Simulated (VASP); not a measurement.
# Fe2Si (P-3m1) in VASP: single point with LDA

Aim: the single point of Fe2Si with LDA.

All numbers are computed with VASP 6.6.1; they aren't measurements. Logs are shortened: lines on timing, memory, paths and dates and some standing lists are left out, and cuts for length are marked.

### 1 The cell of the first run

It takes space group P-3m1 (No. 164, trigonal). The conventional cell has a = 3.847 Å, b = 3.847 Å, c = 4.730 Å, α = 90.00°, β = 90.00°, γ = 120.00°. Fe (site symmetry -3m) has 8 Fe at 2.36 to 2.37 Å and 6 Si at 2.69 Å within 3.1 Å. Fe (site symmetry -3m) has 8 Fe at 2.36 to 2.69 Å and 6 Si at 2.38 Å within 3.1 Å. Within 3.1 Å of Fe (site symmetry 3m) lie 5 Si at 2.32 to 2.38 Å and 9 Fe at 2.37 to 2.78 Å. Within 3.1 Å of Si (site symmetry 3m) lie 11 Fe at 2.32 to 2.69 Å and 3 Si at 2.80 Å.

### 2 Single point, LDA, collinear spin, ferromagnetic start

INCAR reads:

```
SYSTEM = Fe2Si
PREC = Accurate
ENCUT = 520
EDIFF = 1E-6
ISMEAR = 0
SIGMA = 0.1
LREAL = .FALSE.
LASPH = .TRUE.
NELM = 150
ALGO = Normal
ISIF = 2
LWAVE = .FALSE.
LCHARG = .FALSE.
ISPIN = 2
MAGMOM = 2.82 0.16 0.8 0.8 0 0
LORBIT = 11
LMAXMIX = 4
NBANDS = 33
```

KPOINTS reads:

```
regular mesh
0
G
  12 12 8
  0 0 0
```

POSCAR reads:

```
Fe2Si
1.0
    3.8473962416      0.0000000000      0.0000000000
   -1.9236981208      3.3319428836      0.0000000000
    0.0000000000      0.0000000000      4.7295792221
Fe Si
4 2
Direct
    0.0000000000      0.0000000000      0.0000000000
    0.0000000000      0.0000000000      0.5000000000
    0.3333333333      0.6666666667      0.8224992514
    0.6666666667      0.3333333333      0.1775007486
    0.3333333333      0.6666666667      0.3195172772
    0.6666666667      0.3333333333      0.6804827228
```

Potentials or basis: VASP PAW LDA potentials, release 64 (Fe, Si).

On the command line:

```console
$ cat potpaw_LDA.64/Fe/POTCAR potpaw_LDA.64/Si/POTCAR > POTCAR
$ mpirun -np 1 vasp_std > vasp.out
```

OUTCAR:

```text
SYSTEM = Fe2Si
   PREC = Accurate
   ENCUT = 520
   EDIFF = 1E-6
   ISMEAR = 0
   LREAL = .FALSE.
   LASPH = .TRUE.
   NELM = 150
   ISIF = 2
   ISPIN = 2
   LORBIT = 11

 ion  position               nearest neighbor table
   1  0.000  0.000  0.000-   2 2.36   2 2.36   3 2.37   4 2.37   3 2.37   4 2.37   3 2.37   4 2.37
                             6 2.69   5 2.69   6 2.69   5 2.69   6 2.69   5 2.69
   2  0.000  0.000  0.500-   1 2.36   1 2.36   6 2.38   5 2.38   5 2.38   6 2.38   6 2.38   5 2.38
                             4 2.69   3 2.69   4 2.69   3 2.69   4 2.69   3 2.69
   3  0.333  0.667  0.822-   6 2.32   6 2.32   6 2.32   5 2.35   1 2.37   1 2.37   1 2.37   5 2.38
                             2 2.69   2 2.69   2 2.69   4 2.78   4 2.78   4 2.78
   4  0.667  0.333  0.178-   5 2.32   5 2.32   5 2.32   6 2.35   1 2.37   1 2.37   1 2.37   6 2.38
                             2 2.69   2 2.69   2 2.69   3 2.78   3 2.78   3 2.78
   5  0.333  0.667  0.320-   4 2.32   4 2.32   4 2.32   3 2.35   3 2.38   2 2.38   2 2.38   2 2.38
                             1 2.69   1 2.69   1 2.69   6 2.80   6 2.80   6 2.80
   6  0.667  0.333  0.680-   3 2.32   3 2.32   3 2.32   4 2.35   4 2.38   2 2.38   2 2.38   2 2.38
                             1 2.69   1 2.69   1 2.69   5 2.80   5 2.80   5 2.80

  LATTYP: Found a hexagonal cell.
 ALAT       =     3.8473962416
 C/A-ratio  =     1.2292935079

  Lattice vectors:

 A1 = (   3.8473962416,   0.0000000000,   0.0000000000)
 A2 = (  -1.9236981208,   3.3319428836,   0.0000000000)
 A3 = (   0.0000000000,   0.0000000000,   4.7295792221)

Analysis of symmetry for initial positions (statically):
=====================================================================
 Subroutine PRICEL returns:
 Original cell was already a primitive cell.

 Routine SETGRP: Setting up the symmetry group for a
 hexagonal supercell.

 Subroutine GETGRP returns: Found 12 space group operations
 (whereof 12 operations were pure point group operations)
 out of a pool of 24 trial point group operations.

The static configuration has the point symmetry D_3d.

Analysis of symmetry for dynamics (positions and initial velocities):
=====================================================================
 Subroutine PRICEL returns:
 Original cell was already a primitive cell.

 Routine SETGRP: Setting up the symmetry group for a
 hexagonal supercell.

 Subroutine GETGRP returns: Found 12 space group operations
 (whereof 12 operations were pure point group operations)
 out of a pool of 24 trial point group operations.

The dynamic configuration has the point symmetry D_3d.

Analysis of structural, dynamic, and magnetic symmetry:
=====================================================================
 Subroutine PRICEL returns:
 Original cell was already a primitive cell.

 Routine SETGRP: Setting up the symmetry group for a
 hexagonal supercell.

 Subroutine GETGRP returns: Found 12 space group operations
 (whereof 12 operations were pure point group operations)
 out of a pool of 24 trial point group operations.

The overall configuration has the point symmetry D_3d.

 Subroutine INISYM returns: Found 12 space group operations
 (whereof 12 operations are pure point group operations),
 and found     1 'primitive' translations

----------------------------------------------------------------------------------------

                                     Primitive cell

  volume of cell :      60.6299

  direct lattice vectors                    reciprocal lattice vectors
     3.847396242  0.000000000  0.000000000     0.259916041  0.150062596  0.000000000
    -1.923698121  3.331942884  0.000000000     0.000000000  0.300125193  0.000000000
     0.000000000  0.000000000  4.729579222     0.000000000  0.000000000  0.211435300

  length of vectors
     3.847396242  3.847396242  4.729579222     0.300125193  0.300125193  0.211435300

  position of ions in fractional coordinates (direct lattice)
     0.000000000  0.000000000  0.000000000
     0.000000000  0.000000000  0.500000000
     0.333333333  0.666666667  0.822499251
     0.666666667  0.333333333  0.177500749
     0.333333333  0.666666667  0.319517277
     0.666666667  0.333333333  0.680482723

  ion indices of the primitive-cell ions
   primitive index   ion index
                 1           1
                 2           2
                 3           3
                 4           4
                 5           5
                 6           6

----------------------------------------------------------------------------------------

 KPOINTS: regular mesh

Automatic generation of k-mesh.
 Grid dimensions read from file:
 generate k-points for:   12   12    8

 Generating k-lattice:

  Cartesian coordinates                     Fractional coordinates (reciprocal lattice)
     0.021659670  0.012505216  0.000000000     0.083333333  0.000000000  0.000000000
     0.000000000  0.025010433  0.000000000     0.000000000  0.083333333  0.000000000
     0.000000000  0.000000000  0.026429412     0.000000000  0.000000000  0.125000000

  Length of vectors
     0.025010433  0.025010433  0.026429412

  Shift w.r.t. Gamma in fractional coordinates (k-lattice)
     0.000000000  0.000000000  0.000000000

 Subroutine IBZKPT returns following result:
 ===========================================

 Found    131 irreducible k-points:

 Following reciprocal coordinates:
            Coordinates               Weight
  0.000000  0.000000  0.000000      1.000000
  0.083333  0.000000  0.000000      6.000000
  0.166667  0.000000  0.000000      6.000000
  0.250000  0.000000  0.000000      6.000000
  0.333333  0.000000  0.000000      6.000000
  0.416667 -0.000000  0.000000      6.000000
[... 16 lines left out ...]
  0.166667  0.000000  0.125000      6.000000
  0.000000  0.166667  0.125000      6.000000
 [... further k-points ...]
   k-points           NKPTS =    131   k-points in BZ     NKDIM =    131   number of bands    NBANDS=     33
   number of dos      NEDOS =    301   number of ions     NIONS =      6
   total plane-waves  NPLWV =  32400
   dimension x,y,z NGX =    30 NGY =   30 NGZ =   36
   dimension x,y,z NGXF=    60 NGYF=   60 NGZF=   72
   ions per type =               4   2
   NGX,Y,Z   is equivalent  to a cutoff of  12.96, 12.96, 12.65 a.u.
   NGXF,Y,Z  is equivalent  to a cutoff of  25.93, 25.93, 25.31 a.u.
 SYSTEM =  Fe2Si
   PREC   = accura    normal or accurate (medium, high low for compatibility)
   ISTART =      0    job   : 0-new  1-cont  2-samecut
   ICHARG =      2    charge: 1-file 2-atom 10-const
   ISPIN  =      2    spin polarized calculation?
   LNONCOLLINEAR =      F non collinear calculations
   LSORBIT =      F    spin-orbit coupling
   LASPH  =      T    aspherical Exc in radial PAW
   ENCUT  =  520.0 eV  38.22 Ry    6.18 a.u.   7.15  7.15  8.79*2*pi/ulx,y,z
   NELM   =    150;   NELMIN=  2; NELMDL= -5     # of ELM steps
   EDIFF  = 0.1E-05   stopping-criterion for ELM
   LREAL  =      F    real-space projection
   EDIFFG = 0.1E-04   stopping-criterion for IOM
   NSW    =      0    number of steps for IOM
   IBRION =     -1    ionic relax: 0-MD 1-quasi-New 2-CG
   NFREE  =      0    steps in history (QN), initial steepest desc. (CG)
   ISIF   =      2    stress and relaxation
   ISYM   =      2    0-nonsym 1-usesym 2-fastsym
   POTIM  = 0.5000    time-step for ionic-motion
   TEBEG  =    0.0;   TEEND  =   0.0 temperature during run
   PSTRESS=    0.0 pullay stress
   NELECT =      40.0000    total number of electrons
   NUPDOWN=      -1.0000    fix difference up-down
   EMIN   =  10.00;   EMAX   =-10.00  energy-range for DOS
   EFERMI =   0.00;   METHOD = LEGACY
   ISMEAR =     0;   SIGMA  =   0.10  broadening in eV -4-tet -1-fermi 0-gaus
   EFERMI_NEDOS =   21; number of points for ismear=-14 and -15
   IALGO  =     38    algorithm
   IMIX   =      4    mixing-type and parameters
     AMIX     =   0.40;   BMIX     =  1.00
     AMIX_MAG =   1.60;   BMIX_MAG =  1.00
  volume/ion in A,a.u.               =      10.10        68.19
  Fermi-wavevector in a.u.,A,eV,Ry     =   1.425167  2.693176 27.634817  2.031102
  Thomas-Fermi vector in A             =   2.545580
   LORBIT       =     11    0 simple, 1 ext, 2 COOP (PROOUT), +10 PAW based schemes
   GGA     = CA    functional components
   LHFCALC =     F    Hartree Fock is set to
   AEXX    =    0.0000 exact exchange contribution
   IVDW    =     0    specifies the selected vdW correction
   LEPSILON=     F    determine dielectric tensor
   LRPA    =     F    only Hartree local field effects (RPA)
 spin polarized calculation
 Gauss-broadening in eV      SIGMA  =   0.10
  energy-cutoff  :      520.00
  volume of cell :       60.63
 maximum number of plane-waves:      1659
 NGX is ok and might be reduce to    30
   NGX = 15   NGY = 15   NGZ = 17

 number of electron      40.0000024 magnetization       3.7608007

 Free energy of the ion-electron system (eV)
  ---------------------------------------------------
  ext. energy  EPLUGINS =         0.00000000
  ---------------------------------------------------
  free energy    TOTEN  =       -52.12117462 eV

  energy without entropy =      -52.10249118  energy(sigma->0) =      -52.11183290

 E-fermi :   9.8266     XC(G=0): -13.6407

 val. band max:        9.8264544531   @ k =   0.3333   0.0000   0.5000
 cond. band min:       9.8298545521   @ k =   0.3333   0.2500   0.3750
 fundamental gap:      0.0034000990
 Fermi energy:         9.8265830581

 spin component 1

 k-point     1 :       0.0000    0.0000    0.0000
  band No.  band energies     occupation
      1      -3.1677      1.00000
      2       2.0100      1.00000
      3       3.2422      1.00000
      4       4.2774      1.00000
      5       4.2774      1.00000
      6       5.5701      1.00000
[... 24 lines left out ...]
     31      15.6196      0.00000
     32      16.5628      0.00000

 k-point     2 :       0.0833    0.0000    0.0000
  band No.  band energies     occupation
      1      -3.0748      1.00000
      2       1.9570      1.00000
      3       3.3145      1.00000
      4       4.3254      1.00000
      5       4.3457      1.00000
      6       5.4097      1.00000
[... 762 lines left out ...]
 k-point    24 :       0.0000    0.1667    0.1250
  band No.  band energies     occupation
      1      -2.7051      1.00000
      2       1.5108      1.00000
      3       3.5199      1.00000
      4       4.3998      1.00000
      5       4.7198      1.00000
      6       4.7458      1.00000
[... 24 lines left out ...]
     31      16.3697      0.00000
     32      17.4507      0.00000

 [... further k-points ...]

 spin component 2

 k-point     1 :       0.0000    0.0000    0.0000
  band No.  band energies     occupation
      1      -3.1166      1.00000
      2       2.1035      1.00000
      3       3.4059      1.00000
      4       4.7857      1.00000
      5       4.7857      1.00000
      6       6.0294      1.00000
[... 24 lines left out ...]
     31      15.7805      0.00000
     32      16.8677      0.00000

 k-point     2 :       0.0833    0.0000    0.0000
  band No.  band energies     occupation
      1      -3.0240      1.00000
      2       2.0651      1.00000
      3       3.4805      1.00000
      4       4.7884      1.00000
      5       4.8340      1.00000
      6       5.9201      1.00000
[... 762 lines left out ...]
 k-point    24 :       0.0000    0.1667    0.1250
  band No.  band energies     occupation
      1      -2.6563      1.00000
      2       1.6292      1.00000
      3       3.7228      1.00000
      4       4.8804      1.00000
      5       4.8881      1.00000
      6       5.3806      1.00000
[... 24 lines left out ...]
     31      16.7673      0.00000
     32      17.7014      0.00000

 [... further k-points ...]

 [bands above 32 left out]

------------------------ aborting loop because EDIFF is reached ----------------------------------------

  FORCE on cell =-STRESS in cart. coord.  units (eV):
  Direction    XX          YY          ZZ          XY          YZ          ZX
  --------------------------------------------------------------------------------------
  -------------------------------------------------------------------------------------
  Total        0.1907186      0.1907186      0.1628143     -0.0000000      0.0000000     -0.0000000
  in kB        5.0398390      5.0398390      4.3024531     -0.0000000      0.0000000     -0.0000000
  external PRESSURE =       4.7940437 kB  Pullay stress =       0.0000000 kB

 VOLUME and BASIS-vectors are now :
 -----------------------------------------------------------------------------
  energy-cutoff  :      520.00
  volume of cell :       60.63
      direct lattice vectors                 reciprocal lattice vectors
     3.847396242  0.000000000  0.000000000     0.259916041  0.150062596  0.000000000
    -1.923698121  3.331942884  0.000000000     0.000000000  0.300125193  0.000000000
     0.000000000  0.000000000  4.729579222     0.000000000  0.000000000  0.211435300

 POSITION                                       TOTAL-FORCE (eV/Angst)
 -----------------------------------------------------------------------------------
      0.00000      0.00000      0.00000        -0.000000      0.000000     -0.000000
      0.00000      0.00000      2.36479        -0.000000      0.000000     -0.000000
     -0.00000      2.22130      3.89008        -0.000000     -0.000000      0.013826
      1.92370      1.11065      0.83950        -0.000000      0.000000     -0.013826
     -0.00000      2.22130      1.51118         0.000000      0.000000     -0.007002
      1.92370      1.11065      3.21840         0.000000     -0.000000      0.007002
 -----------------------------------------------------------------------------------
    total drift:                               -0.000000      0.000000     -0.000000

  FREE ENERGIE OF THE ION-ELECTRON SYSTEM (eV)
  ---------------------------------------------------
  free  energy   TOTEN  =       -52.1211746239 eV

  energy  without entropy=      -52.1024911800  energy(sigma->0) =      -52.11183290

 total charge

# of ion       s       p       d       tot
------------------------------------------
    1        0.511   0.661   6.338   7.510
    2        0.464   0.662   6.635   7.761
    3        0.481   0.670   6.640   7.791
    4        0.481   0.670   6.640   7.791
    5        0.723   0.939   0.000   1.662
    6        0.723   0.939   0.000   1.662
--------------------------------------------------
tot          3.383   4.539  26.255  34.177

 magnetization (x)

# of ion       s       p       d       tot
------------------------------------------
    1        0.005   0.005   2.324   2.335
    2       -0.007  -0.022   0.245   0.216
    3       -0.004  -0.010   0.615   0.602
    4       -0.004  -0.010   0.615   0.602
    5        0.003  -0.015   0.000  -0.012
    6        0.003  -0.015   0.000  -0.012
--------------------------------------------------
tot         -0.004  -0.065   3.800   3.731
```

Wall time 14 min (1 thread of Intel Xeon Platinum 8259CL at 2.50GHz (Skylake/Cascade Lake), shared host); peak memory 0.42 GiB.

What came out:

```yaml
Free_energy: -52.1212 eV
Pressure: 0.5 GPa
Largest_force: 0.014 eV/Å
Net_moment: 3.76 μB per cell
Site_moments: Fe +2.33, +0.22, +0.60; Si -0.01 μB
Valence_electrons_inside_the_program's_atomic_spheres: Fe 7.51, 7.76, 7.79; Si 1.66
```

Forces on the atoms (eV/Å):
```
Fe   0.000  0.000  0.000
Fe   0.000  0.000  0.000
Fe   0.000  0.000  0.014
Fe   0.000  0.000 -0.014
Si   0.000  0.000 -0.007
Si   0.000  0.000  0.007
```
